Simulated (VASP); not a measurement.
# ZrH (P4_2/mmc) in VASP: a series of runs, part 2 of 2

VASP 6.6.1.

### 3 Single point, LDA

This run uses another cell than the first one, of the same volume but with other edges.

INCAR reads:

```
ALGO = Normal
EDIFF = 1E-7
ENCUT = 520
ISIF = 2
ISMEAR = 0
LASPH = T
LCHARG = F
LREAL = F
LWAVE = F
NBANDS = 21
NELM = 100
PREC = Accurate
SIGMA = 0.15
```

KPOINTS reads:

```
k-points
0
Gamma
  16 16 12
```

POSCAR reads:

```
ZrH
1.0
    3.4233088065      0.0000000000      0.0000000000
    0.0000000000      3.4233088065      0.0000000000
    0.0000000000      0.0000000000      4.4399250760
Zr H
2 2
Direct
    0.0000000000      0.5000000000      0.0000000000
    0.5000000000      0.0000000000      0.5000000000
    0.0000000000      0.0000000000      0.7500000000
    0.0000000000      0.0000000000      0.2500000000
```

Potentials or basis: VASP PAW LDA potentials, release 64 (Zr_sv, H).

Command:

```
> cat potpaw_LDA.64/Zr_sv/POTCAR potpaw_LDA.64/H/POTCAR > POTCAR
> mpirun -np 1 vasp_std > vasp.out
```

OUTCAR:

```text
EDIFF = 1E-7
   ENCUT = 520
   ISIF = 2
   ISMEAR = 0
   LASPH = T
   LREAL = F
   NELM = 100
   PREC = Accurate

 ion  position               nearest neighbor table
   1  0.000  0.500  0.000-   3 2.04   4 2.04   3 2.04   4 2.04   2 3.28   2 3.28   2 3.28   2 3.28
                             2 3.28   2 3.28   2 3.28   2 3.28
   2  0.500  0.000  0.500-   3 2.04   4 2.04   3 2.04   4 2.04   1 3.28   1 3.28   1 3.28   1 3.28
                             1 3.28   1 3.28   1 3.28   1 3.28
   3  0.000  0.000  0.750-   1 2.04   2 2.04   1 2.04   2 2.04
   4  0.000  0.000  0.250-   1 2.04   2 2.04   1 2.04   2 2.04

  LATTYP: Found a simple tetragonal cell.
 ALAT       =     3.4233088065
 C/A-ratio  =     1.2969689055

  Lattice vectors:

 A1 = (   3.4233088065,   0.0000000000,   0.0000000000)
 A2 = (   0.0000000000,   3.4233088065,   0.0000000000)
 A3 = (   0.0000000000,   0.0000000000,   4.4399250760)

Analysis of symmetry for initial positions (statically):
=====================================================================
 Subroutine PRICEL returns:
 Original cell was already a primitive cell.
[... 171 lines left out ...]
  ext. energy  EPLUGINS =         0.00000000
  ---------------------------------------------------
  free energy    TOTEN  =       -27.39222081 eV

  energy without entropy =      -27.35734464  energy(sigma->0) =      -27.37478272

 E-fermi :   8.1417     XC(G=0): -11.2511

 val. band max:        8.1378824964   @ k =   0.5000   0.0625   0.0833
 cond. band min:       8.1426809677   @ k =   0.3125   0.1250   0.4167
 fundamental gap:      0.0047984712
 Fermi energy:         8.1416793759

 k-point     1 :       0.0000    0.0000    0.0000
  band No.  band energies     occupation
      1     -40.5868      2.00000
      2     -40.4368      2.00000
      3     -19.0933      2.00000
      4     -18.7640      2.00000
      5     -18.7640      2.00000
      6     -18.3747      2.00000
[... 565 lines left out ...]
     20      12.9455      0.00000
     21      16.1360      0.00000

 [... further k-points ...]
[... 5 lines left out ...]
  --------------------------------------------------------------------------------------
  -------------------------------------------------------------------------------------
  Total       -1.7855430     -1.7855430     -1.1584624     -0.0000000      0.0000000      0.0000000
  in kB      -54.9810585    -54.9810585    -35.6717762     -0.0000000      0.0000000      0.0000000
  external PRESSURE =     -48.5446311 kB  Pullay stress =       0.0000000 kB

 VOLUME and BASIS-vectors are now :
 -----------------------------------------------------------------------------
  energy-cutoff  :      520.00
  volume of cell :       52.03
      direct lattice vectors                 reciprocal lattice vectors
     3.423308807  0.000000000  0.000000000     0.292115043  0.000000000  0.000000000
     0.000000000  3.423308807  0.000000000     0.000000000  0.292115043  0.000000000
     0.000000000  0.000000000  4.439925076     0.000000000  0.000000000  0.225229026

 POSITION                                       TOTAL-FORCE (eV/Angst)
 -----------------------------------------------------------------------------------
      0.00000      1.71165      0.00000         0.000000      0.000000      0.000000
      1.71165      0.00000      2.21996         0.000000      0.000000      0.000000
      0.00000      0.00000      3.32994        -0.000000      0.000000      0.000000
      0.00000      0.00000      1.10998         0.000000     -0.000000     -0.000000
 -----------------------------------------------------------------------------------
    total drift:                                0.000000      0.000000      0.000000

  FREE ENERGIE OF THE ION-ELECTRON SYSTEM (eV)
  ---------------------------------------------------
  free  energy   TOTEN  =       -27.3922208057 eV

  energy  without entropy=      -27.3573446375  energy(sigma->0) =      -27.37478272
```

OSZICAR:

```text
N       E                     dE             d eps       ncg     rms          rms(c)
DAV:   1     0.215946833593E+03    0.21595E+03   -0.13980E+04 13238   0.122E+03
DAV:   2    -0.125117573657E+02   -0.22846E+03   -0.22303E+03 15101   0.358E+02
DAV:   3    -0.290279342289E+02   -0.16516E+02   -0.16355E+02 24843   0.706E+01
DAV:   4    -0.294422151582E+02   -0.41428E+00   -0.41358E+00 16154   0.113E+01
DAV:   5    -0.294527952426E+02   -0.10580E-01   -0.10579E-01 20409   0.130E+00    0.196E+01
DAV:   6    -0.277084257406E+02    0.17444E+01   -0.24563E+00 15479   0.100E+01    0.751E+00
DAV:   7    -0.273860670703E+02    0.32236E+00   -0.13505E+00 18535   0.626E+00    0.109E+00
DAV:   8    -0.273919299524E+02   -0.58629E-02   -0.12698E-01 17551   0.206E+00    0.603E-01
DAV:   9    -0.273924812957E+02   -0.55134E-03   -0.66634E-03 17941   0.602E-01    0.110E-01
DAV:  10    -0.273922282088E+02    0.25309E-03   -0.37614E-04 15994   0.103E-01    0.477E-02
DAV:  11    -0.273922213703E+02    0.68386E-05   -0.48903E-05 16391   0.528E-02    0.422E-03
DAV:  12    -0.273922209599E+02    0.41033E-06   -0.17164E-06 20018   0.769E-03    0.190E-03
DAV:  13    -0.273922208022E+02    0.15770E-06   -0.18158E-07 13184   0.255E-03    0.135E-03
DAV:  14    -0.273922208057E+02   -0.34602E-08   -0.10658E-08  9285   0.897E-04
   1 F= -.27392221E+02 E0= -.27374783E+02  d E =-.348762E-01
```

Wall time 4.3 min (1 thread of Intel Xeon Platinum 8259CL at 2.50GHz (Skylake/Cascade Lake), shared host); peak memory 0.38 GiB.

What came out:

```yaml
Free_energy: -27.3922 eV
Pressure: -4.9 GPa
Band_gap_on_the_k_mesh: zero (band 13 reaches 9.10 eV, above the bottom of band 14 at 7.26 eV)
```

Stress tensor (GPa, compression positive):
```
-5.50  0.00  0.00
 0.00 -5.50  0.00
 0.00  0.00 -3.57
```

### 4 Single point, LDA

This run uses another cell than the first one, of the same volume but with other edges.

INCAR reads:

```
PREC     = Accurate       # precision mode
ENCUT    = 520            # plane-wave cutoff, eV
EDIFF    = 1E-6           # SCF threshold, eV
ISMEAR   = 0              # smearing method
SIGMA    = 0.15           # smearing width, eV
LREAL    = F              # projectors in reciprocal space
LASPH    = T              # aspherical terms in the spheres
NELM     = 100            # most SCF steps
ALGO     = Normal         # electronic algorithm
ISIF     = 2              # what is computed and relaxed
LWAVE    = F              # write WAVECAR
LCHARG   = F              # write CHGCAR
GGA      = CA             # functional
NBANDS   = 21             # bands
```

KPOINTS reads:

```
regular mesh
0
Gamma
  16 16 12
```

POSCAR reads:

```
ZrH
1.0
    3.1904794589      0.0000000000      0.0000000000
    0.0000000000      3.1904794589      0.0000000000
    0.0000000000      0.0000000000      5.1115885699
Zr H
2 2
Direct
    0.0000000000      0.5000000000      0.0000000000
    0.5000000000      0.0000000000      0.5000000000
    0.0000000000      0.0000000000      0.7500000000
    0.0000000000      0.0000000000      0.2500000000
```

Potentials or basis: VASP PAW LDA potentials, release 64 (Zr_sv, H).

Command:

```
> cat potpaw_LDA.64/Zr_sv/POTCAR potpaw_LDA.64/H/POTCAR > POTCAR
> mpirun -np 1 vasp_std > vasp.out
```

OUTCAR:

```text
PREC = Accurate
   ENCUT = 520
   EDIFF = 1E-6
   ISMEAR = 0
   LREAL = F
   LASPH = T
   NELM = 100
   ISIF = 2
   GGA = CA

 ion  position               nearest neighbor table
   1  0.000  0.500  0.000-   3 2.04   4 2.04   3 2.04   4 2.04   2 3.41   2 3.41   2 3.41   2 3.41
                             2 3.41   2 3.41   2 3.41   2 3.41
   2  0.500  0.000  0.500-   3 2.04   4 2.04   3 2.04   4 2.04   1 3.41   1 3.41   1 3.41   1 3.41
                             1 3.41   1 3.41   1 3.41   1 3.41
   3  0.000  0.000  0.750-   1 2.04   2 2.04   1 2.04   2 2.04
   4  0.000  0.000  0.250-   1 2.04   2 2.04   1 2.04   2 2.04

  LATTYP: Found a simple tetragonal cell.
 ALAT       =     3.1904794589
 C/A-ratio  =     1.6021380597

  Lattice vectors:

 A1 = (   3.1904794589,   0.0000000000,   0.0000000000)
 A2 = (   0.0000000000,   3.1904794589,   0.0000000000)
 A3 = (   0.0000000000,   0.0000000000,   5.1115885699)

Analysis of symmetry for initial positions (statically):
=====================================================================
 Subroutine PRICEL returns:
 Original cell was already a primitive cell.

 Routine SETGRP: Setting up the symmetry group for a
[... 170 lines left out ...]
  ---------------------------------------------------
  free energy    TOTEN  =       -27.51085450 eV

  energy without entropy =      -27.48517905  energy(sigma->0) =      -27.49801677

 E-fermi :   7.9742     XC(G=0): -11.2514

 val. band max:        7.9719864094   @ k =   0.4375   0.0000   0.0833
 cond. band min:       7.9794096623   @ k =   0.4375   0.0625   0.0833
 fundamental gap:      0.0074232529
 Fermi energy:         7.9742332771

 k-point     1 :       0.0000    0.0000    0.0000
  band No.  band energies     occupation
      1     -40.5827      2.00000
      2     -40.4856      2.00000
      3     -19.1150      2.00000
      4     -18.5490      2.00000
      5     -18.5490      2.00000
      6     -18.4310      2.00000
[... 565 lines left out ...]
     20      13.8285      0.00000
     21      15.7414      0.00000

 [... further k-points ...]
[... 5 lines left out ...]
  --------------------------------------------------------------------------------------
  -------------------------------------------------------------------------------------
  Total       -1.5334720     -1.5334720     -2.1574377      0.0000000      0.0000000      0.0000000
  in kB      -47.2192020    -47.2192020    -66.4325694      0.0000000      0.0000000      0.0000000
  external PRESSURE =     -53.6236578 kB  Pullay stress =       0.0000000 kB

 VOLUME and BASIS-vectors are now :
 -----------------------------------------------------------------------------
  energy-cutoff  :      520.00
  volume of cell :       52.03
      direct lattice vectors                 reciprocal lattice vectors
     3.190479459  0.000000000  0.000000000     0.313432515  0.000000000  0.000000000
     0.000000000  3.190479459  0.000000000     0.000000000  0.313432515  0.000000000
     0.000000000  0.000000000  5.111588570     0.000000000  0.000000000  0.195633899

 POSITION                                       TOTAL-FORCE (eV/Angst)
 -----------------------------------------------------------------------------------
      0.00000      1.59524      0.00000         0.000000      0.000000      0.000000
      1.59524      0.00000      2.55579         0.000000      0.000000      0.000000
      0.00000      0.00000      3.83369        -0.000000      0.000000      0.000000
      0.00000      0.00000      1.27790         0.000000     -0.000000     -0.000000
 -----------------------------------------------------------------------------------
    total drift:                                0.000000      0.000000     -0.000000

  FREE ENERGIE OF THE ION-ELECTRON SYSTEM (eV)
  ---------------------------------------------------
  free  energy   TOTEN  =       -27.5108544981 eV

  energy  without entropy=      -27.4851790478  energy(sigma->0) =      -27.49801677
```

It took 2.7 min on 1 thread of Intel Xeon Platinum 8259CL at 2.50GHz (Skylake/Cascade Lake), shared host; peak memory 0.37 GiB.

What came out:

| Property | Result |
| --- | --- |
| Free energy | -27.5109 eV |
| Pressure | -5.4 GPa |
| Band gap on the k mesh | zero (band 13 reaches 8.27 eV, above the bottom of band 14 at 7.40 eV) |

Stress tensor (GPa, compression positive):
```
-4.72  0.00  0.00
 0.00 -4.72  0.00
 0.00  0.00 -6.64
```

### 5 Summary

| cell | gap on the mesh (eV) | pressure (GPa) |
| --- | --- | --- |
| a = 3.287, b = 3.287, c = 4.815 Å, 4 atoms | none | -4.6 |
| a = 3.423, b = 3.423, c = 4.440 Å, 4 atoms | none | -4.9 |
| a = 3.190, b = 3.190, c = 5.112 Å, 4 atoms | none | -5.4 |

Alike in all rows: task single point; level LDA; potentials or basis VASP PAW LDA potentials, release 64 (Zr_sv, H); no spin polarisation; k mesh 16 × 16 × 12; cutoff (eV) 520; smearing gaussian 0.15 eV.

Absolute energies hang on the potentials; compare differences alone.
